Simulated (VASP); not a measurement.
# Cd2I (Fd-3m) in VASP: further runs

The runs below take Cd2I through single point, relaxation of cell and atoms, with PBE.

Everything below comes from runs of VASP 6.6.1. Logs are shortened: lines on timing, memory, paths and dates and some standing lists are left out, and cuts for length are marked.

## (1) The cell of the first run

It takes space group Fd-3m (No. 227, cubic). The conventional cell has a = 8.996 Å, b = 8.996 Å, c = 8.996 Å, α = 90.00°, β = 90.00°, γ = 90.00°. Cd (site symmetry -3m) has 6 Cd at 3.18 Å and 6 I at 3.73 Å within 4.2 Å. Within 4.9 Å of I (site symmetry -43m) lie 12 Cd at 3.73 Å and 4 I at 3.90 Å.

## (2) Single point, PBE

INCAR reads:

```
PREC = Accurate ; ENCUT = 520
EDIFF = 1E-6 ; ISMEAR = 0
SIGMA = 0.1 ; LREAL = F
LASPH = T ; NELM = 100
ALGO = Normal ; ISIF = 2
LWAVE = F ; LCHARG = F
GGA = PE ; NBANDS = 40
```

KPOINTS reads:

```
regular mesh
0
Gamma
  4 4 4
```

POSCAR reads:

```
Cd2I
1.0
    0.0000000000      4.4980296301      4.4980296301
    4.4980296301      0.0000000000      4.4980296301
    4.4980296301      4.4980296301      0.0000000000
Cd I
4 2
Direct
    0.6250000000      0.6250000000      0.6250000000
    0.1250000000      0.6250000000      0.6250000000
    0.6250000000      0.6250000000      0.1250000000
    0.6250000000      0.1250000000      0.6250000000
    0.0000000000      0.0000000000      0.0000000000
    0.2500000000      0.2500000000      0.2500000000
```

Potentials or basis: VASP PAW PBE potentials, release 64 (Cd, I).

Command:

```sh
cat potpaw_PBE.64/Cd/POTCAR potpaw_PBE.64/I/POTCAR > POTCAR
mpirun -np 1 vasp_std > vasp.out
```

OUTCAR:

```text
PREC = Accurate
   ENCUT = 520
   EDIFF = 1E-6
   ISMEAR = 0
   LREAL = F
   LASPH = T
   NELM = 100
   ISIF = 2
   GGA = PE

 ion  position               nearest neighbor table
   1  0.625  0.625  0.625-   2 3.18   3 3.18   4 3.18   3 3.18   4 3.18   2 3.18
   2  0.125  0.625  0.625-   1 3.18   3 3.18   4 3.18   1 3.18   3 3.18   4 3.18
   3  0.625  0.625  0.125-   1 3.18   1 3.18   2 3.18   4 3.18   4 3.18   2 3.18
   4  0.625  0.125  0.625-   1 3.18   3 3.18   1 3.18   2 3.18   3 3.18   2 3.18
   5  0.000  0.000  0.000-
   6  0.250  0.250  0.250-

  LATTYP: Found a face centered cubic cell.
 ALAT       =     8.9960592602

  Lattice vectors:

 A1 = (   0.0000000000,   4.4980296301,   4.4980296301)
 A2 = (   4.4980296301,   0.0000000000,   4.4980296301)
 A3 = (   4.4980296301,   4.4980296301,   0.0000000000)

Analysis of symmetry for initial positions (statically):
=====================================================================
 Subroutine PRICEL returns:
 Original cell was already a primitive cell.

 Routine SETGRP: Setting up the symmetry group for a
 face centered cubic supercell.

 Subroutine GETGRP returns: Found 48 space group operations
 (whereof 24 operations were pure point group operations)
 out of a pool of 48 trial point group operations.

The static configuration has the point symmetry T_d .
 The point group associated with its full space group is O_h .

Analysis of symmetry for dynamics (positions and initial velocities):
=====================================================================
 Subroutine PRICEL returns:
 Original cell was already a primitive cell.

 Routine SETGRP: Setting up the symmetry group for a
 face centered cubic supercell.

 Subroutine GETGRP returns: Found 48 space group operations
 (whereof 24 operations were pure point group operations)
 out of a pool of 48 trial point group operations.

The dynamic configuration has the point symmetry T_d .
 The point group associated with its full space group is O_h .

 Subroutine INISYM returns: Found 48 space group operations
 (whereof 24 operations are pure point group operations),
 and found     1 'primitive' translations

----------------------------------------------------------------------------------------

                                     Primitive cell

  volume of cell :     182.0107

[... 78 lines left out ...]
   NELM   =    100;   NELMIN=  2; NELMDL= -5     # of ELM steps
   EDIFF  = 0.1E-05   stopping-criterion for ELM
   LREAL  =      F    real-space projection
   EDIFFG = 0.1E-04   stopping-criterion for IOM
   NSW    =      0    number of steps for IOM
   IBRION =     -1    ionic relax: 0-MD 1-quasi-New 2-CG
   NFREE  =      0    steps in history (QN), initial steepest desc. (CG)
   ISIF   =      2    stress and relaxation
   ISYM   =      2    0-nonsym 1-usesym 2-fastsym
   POTIM  = 0.5000    time-step for ionic-motion
   TEBEG  =    0.0;   TEEND  =   0.0 temperature during run
   PSTRESS=    0.0 pullay stress
   NELECT =      62.0000    total number of electrons
   NUPDOWN=      -1.0000    fix difference up-down
   EMIN   =  10.00;   EMAX   =-10.00  energy-range for DOS
   EFERMI =   0.00;   METHOD = LEGACY
   ISMEAR =     0;   SIGMA  =   0.10  broadening in eV -4-tet -1-fermi 0-gaus
   EFERMI_NEDOS =   21; number of points for ismear=-14 and -15
   IALGO  =     38    algorithm
   IMIX   =      4    mixing-type and parameters
     AMIX     =   0.40;   BMIX     =  1.00
     AMIX_MAG =   1.60;   BMIX_MAG =  1.00
  volume/ion in A,a.u.               =      30.34       204.71
  Fermi-wavevector in a.u.,A,eV,Ry     =   1.143334  2.160588 17.785705  1.307212
  Thomas-Fermi vector in A             =   2.280029
   LORBIT       =      0    0 simple, 1 ext, 2 COOP (PROOUT), +10 PAW based schemes
   GGA     = PE    functional components
   LHFCALC =     F    Hartree Fock is set to
   AEXX    =    0.0000 exact exchange contribution
   IVDW    =     0    specifies the selected vdW correction
   LEPSILON=     F    determine dielectric tensor
   LRPA    =     F    only Hartree local field effects (RPA)
 non-spin polarized calculation
 Gauss-broadening in eV      SIGMA  =   0.10
  energy-cutoff  :      520.00
  volume of cell :      182.01
 maximum number of plane-waves:      4916
   NGX = 23   NGY = 23   NGZ = 23

 number of electron      61.9999970 magnetization

 Free energy of the ion-electron system (eV)
  ---------------------------------------------------
  ext. energy  EPLUGINS =         0.00000000
  ---------------------------------------------------
  free energy    TOTEN  =        -5.92693249 eV

  energy without entropy =       -5.90616990  energy(sigma->0) =       -5.91655120

 E-fermi :   2.5658     XC(G=0):  -9.4439

 val. band max:        2.4739310129   @ k =   0.5000   0.2500   0.0000
 cond. band min:       2.5793603958   @ k =   0.5000   0.0000   0.0000
 fundamental gap:      0.1054293829
 Fermi energy:         2.5657981108

 k-point     1 :       0.0000    0.0000    0.0000
  band No.  band energies     occupation
      1     -10.1086      2.00000
      2      -9.2785      2.00000
      3      -6.5667      2.00000
      4      -6.2513      2.00000
      5      -6.2513      2.00000
      6      -6.2513      2.00000
[... 333 lines left out ...]
     39       8.4636      0.00000
     40       8.4636      0.00000

------------------------ aborting loop because EDIFF is reached ----------------------------------------

  FORCE on cell =-STRESS in cart. coord.  units (eV):
  Direction    XX          YY          ZZ          XY          YZ          ZX
  --------------------------------------------------------------------------------------
  -------------------------------------------------------------------------------------
  Total       -0.8919083     -0.8919083     -0.8919083     -0.0000000      0.0000000     -0.0000000
  in kB       -7.8511609     -7.8511609     -7.8511609     -0.0000000      0.0000000     -0.0000000
  external PRESSURE =      -7.8511609 kB  Pullay stress =       0.0000000 kB

 VOLUME and BASIS-vectors are now :
 -----------------------------------------------------------------------------
  energy-cutoff  :      520.00
  volume of cell :      182.01
      direct lattice vectors                 reciprocal lattice vectors
     0.000000000  4.498029630  4.498029630    -0.111159784  0.111159784  0.111159784
     4.498029630  0.000000000  4.498029630     0.111159784 -0.111159784  0.111159784
     4.498029630  4.498029630  0.000000000     0.111159784  0.111159784 -0.111159784

 POSITION                                       TOTAL-FORCE (eV/Angst)
 -----------------------------------------------------------------------------------
      5.62254      5.62254      5.62254         0.000000      0.000000      0.000000
      5.62254      3.37352      3.37352         0.000000      0.000000      0.000000
      3.37352      3.37352      5.62254         0.000000      0.000000      0.000000
      3.37352      5.62254      3.37352         0.000000      0.000000      0.000000
      0.00000      0.00000      0.00000        -0.000000     -0.000000     -0.000000
      2.24901      2.24901      2.24901         0.000000      0.000000     -0.000000
 -----------------------------------------------------------------------------------
    total drift:                                0.000000      0.000000     -0.000000

  FREE ENERGIE OF THE ION-ELECTRON SYSTEM (eV)
  ---------------------------------------------------
  free  energy   TOTEN  =        -5.9269324891 eV

  energy  without entropy=       -5.9061699033  energy(sigma->0) =       -5.91655120
```

OSZICAR:

```text
N       E                     dE             d eps       ncg     rms          rms(c)
DAV:   1     0.424930711549E+03    0.42493E+03   -0.29328E+04   640   0.140E+03
DAV:   2     0.137620590450E+02   -0.41117E+03   -0.39331E+03   704   0.355E+02
DAV:   3    -0.648214026984E+01   -0.20244E+02   -0.20064E+02   712   0.774E+01
DAV:   4    -0.668672091350E+01   -0.20458E+00   -0.20450E+00   752   0.685E+00
DAV:   5    -0.668965250874E+01   -0.29316E-02   -0.29316E-02   744   0.812E-01    0.646E+00
DAV:   6    -0.597457829638E+01    0.71507E+00   -0.14145E+00   696   0.670E+00    0.487E+00
DAV:   7    -0.593209443314E+01    0.42484E-01   -0.47123E-01   696   0.205E+00    0.224E+00
DAV:   8    -0.592918390910E+01    0.29105E-02   -0.58984E-02   688   0.134E+00    0.574E-01
DAV:   9    -0.592679657840E+01    0.23873E-02   -0.16463E-02   688   0.602E-01    0.120E-01
DAV:  10    -0.592684286589E+01   -0.46287E-04   -0.97925E-04   696   0.175E-01    0.794E-02
DAV:  11    -0.592693620706E+01   -0.93341E-04   -0.30221E-04   712   0.810E-02    0.409E-02
DAV:  12    -0.592693315331E+01    0.30537E-05   -0.18122E-05   640   0.139E-02    0.292E-02
DAV:  13    -0.592693248913E+01    0.66418E-06   -0.55334E-06   600   0.656E-03
   1 F= -.59269325E+01 E0= -.59165512E+01  d E =-.207626E-01
```

Wall time 27 s (1 thread of Intel Xeon 6975P-C (Granite Rapids), shared host); peak memory 0.32 GiB.

Results:

```
Free energy            : -5.9269 eV
Pressure               : -0.8 GPa
Band gap on the k mesh : zero (band 31 reaches 3.16 eV, above the bottom of band 32 at 2.35 eV)
```

Levels at points of the mesh, in eV from the Fermi level:
| k point | band 28 | band 29 | band 30 | band 31 | band 32 | band 33 |
| --- | --- | --- | --- | --- | --- | --- |
| (0.00, 0.00, 0.00) | -2.49 | -2.49 | -0.93 | 0.23 | 0.23 | 0.23 |
| (0.50, 0.00, 0.00) | -2.06 | -1.83 | -1.23 | 0.01 | 0.01 | 1.22 |
| (0.50, 0.50, 0.00) | -1.36 | -1.18 | -1.18 | 0.58 | 0.58 | 1.90 |

Caveat: spin-orbit coupling is left out, which moves the levels of the heavy elements.

## (3) Single point, PBE

This run uses another cell than the first one, of 29.51 Å³/atom, 0.973 times its volume.

INCAR reads:

```
SYSTEM = Cd2I
PREC = Accurate
ENCUT = 520
EDIFF = 1E-6
ISMEAR = 0
SIGMA = 0.1
LREAL = .FALSE.
LASPH = .TRUE.
NELM = 60
ALGO = Normal
ISIF = 2
LWAVE = .FALSE.
LCHARG = .TRUE.
GGA = PE
LELF = .TRUE.
LVHAR = .TRUE.
NBANDS = 40
```

KPOINTS reads:

```
regular mesh
0
G
  8 8 8
  0 0 0
```

POSCAR, as its differences from that of step 2:

```diff
@@ -2,5 +2,5 @@
 1.0
-    0.0000000000      4.4980296301      4.4980296301
-    4.4980296301      0.0000000000      4.4980296301
-    4.4980296301      4.4980296301      0.0000000000
+    0.0000000000      4.4567735365      4.4567735365
+    4.4567735365      0.0000000000      4.4567735365
+    4.4567735365      4.4567735365      0.0000000000
 Cd I
```

Potentials or basis: VASP PAW PBE potentials, release 64 (Cd, I).

Command:

```sh
cat potpaw_PBE.64/Cd/POTCAR potpaw_PBE.64/I/POTCAR > POTCAR
mpirun -np 1 vasp_std > vasp.out
```

Wall time 84 s (1 thread of Intel Xeon 6975P-C (Granite Rapids), shared host); peak memory 0.41 GiB.

Results (log left out):

- Free energy: -5.8661 eV
- Pressure: 0.1 GPa
- Band gap on the k mesh: zero (band 31 reaches 3.49 eV, above the bottom of band 32 at 2.60 eV)

Levels at points of the mesh, in eV from the Fermi level:
| k point | band 27 | band 28 | band 29 | band 30 | band 31 | band 32 | band 33 | band 34 | band 35 | band 36 |
| --- | --- | --- | --- | --- | --- | --- | --- | --- | --- | --- |
| (0.00, 0.00, 0.00) | -2.68 | -2.68 | -2.68 | -1.11 | 0.18 | 0.18 | 0.18 | 1.59 | 1.59 | 2.85 |
| (0.50, 0.00, 0.00) | -2.22 | -2.22 | -1.98 | -1.33 | -0.05 | -0.05 | 1.13 | 2.48 | 2.48 | 4.91 |
| (0.50, 0.50, 0.00) | -1.48 | -1.48 | -1.29 | -1.29 | 0.54 | 0.54 | 1.82 | 1.82 | 3.90 | 3.90 |

Caveat: spin-orbit coupling is left out, which moves the levels of the heavy elements.

(Part 1 of 2 ends here.)
